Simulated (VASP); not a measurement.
Input of a VASP 6.6.1 run:

File INCAR:

```
SYSTEM = SrTiO3
ALGO = Normal ; EDIFF = 1E-7
ENCUT = 520 ; GGA = PS
ISIF = 2 ; ISMEAR = 0
LASPH = .TRUE. ; LCHARG = .FALSE.
LREAL = .FALSE. ; LWAVE = .FALSE.
NBANDS = 51 ; NELM = 60
PREC = Accurate ; SIGMA = 0.05
```

The input KPOINTS:

```
k-points
0
G
  8 8 8
  0 0 0
```

Contents of POSCAR:

```
SrTiO3
1.0
   -2.7989605189      2.7989605189      3.9822685841
    2.7989605189     -2.7989605189      3.9822685841
    2.7989605189      2.7989605189     -3.9822685841
Sr Ti O
2 2 6
Direct
    0.7500000000      0.2500000000      0.5000000000
    0.2500000000      0.7500000000      0.5000000000
    0.0000000000      0.0000000000      0.0000000000
    0.5000000000      0.5000000000      0.0000000000
    0.2500000000      0.2500000000      0.0000000000
    0.7500000000      0.7500000000      0.0000000000
    0.7252818597      0.2252818597      0.9505637194
    0.2252818597      0.2747181403      0.5000000000
    0.2747181403      0.7747181403      0.0494362806
    0.7747181403      0.7252818597      0.5000000000
```

Potentials or basis: VASP PAW PBE potentials, release 64 (Sr_sv, Ti_sv, O).

Launch:

```sh
$ cat potpaw_PBE.64/Sr_sv/POTCAR potpaw_PBE.64/Ti_sv/POTCAR potpaw_PBE.64/O/POTCAR > POTCAR
$ mpirun -np 1 vasp_std > vasp.out
```

(1) What does it give for the band gap on the k mesh?

(2) Estimate the pressure.

## Answers

(1) 1.82 eV, indirect (least direct gap 1.83 eV).

(2) -9.2 GPa.

Caveat: the PAW data sets were made with another functional, which shifts forces and pressure a little.
